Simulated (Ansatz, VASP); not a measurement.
## Two plane-wave programs on PbS

```
CELL_PARAMETERS angstrom
4.08794 0.00000 0.00000
-2.04397 3.54026 0.00000
0.00000 0.00000 3.78946
ATOMIC_POSITIONS crystal
Pb 0.00000 0.00000 0.50000
S 0.66667 0.33333 0.00000
```

Change from the starting cell: species swapped into the AgAu type (P-6m2, No. 187).

Alike in both runs: functional PBE; k mesh 18 × 18 × 12; occupations gaussian, width 0.1 eV; no spin polarisation.

Ansatz relaxed the structure, and its values are those at the end. VASP's run is a single point on that final structure, the one shown.

|  | VASP | Ansatz |
| --- | --- | --- |
| version | VASP 6.6.1 | Ansatz 0.2.0 |
| potentials or method | VASP PAW PBE potentials, release 64 (Pb_d, S), cutoff 520 eV | scalar-relativistic, plane waves, PAW |
| valence electrons in the cell | 20 | 20 |

Ansatz gave:

| Property | Result |
| --- | --- |
| gap on the k mesh at the Fermi level (eV) | none |
| pressure (GPa) | 0.0 |

Problem. Estimate VASP's values.

Solution. gap on the k mesh at the Fermi level (eV): none; pressure (GPa): -0.1.

A gap of «none» marks a metal or a gap that the smearing closes.

Neither program's run includes spin-orbit coupling.
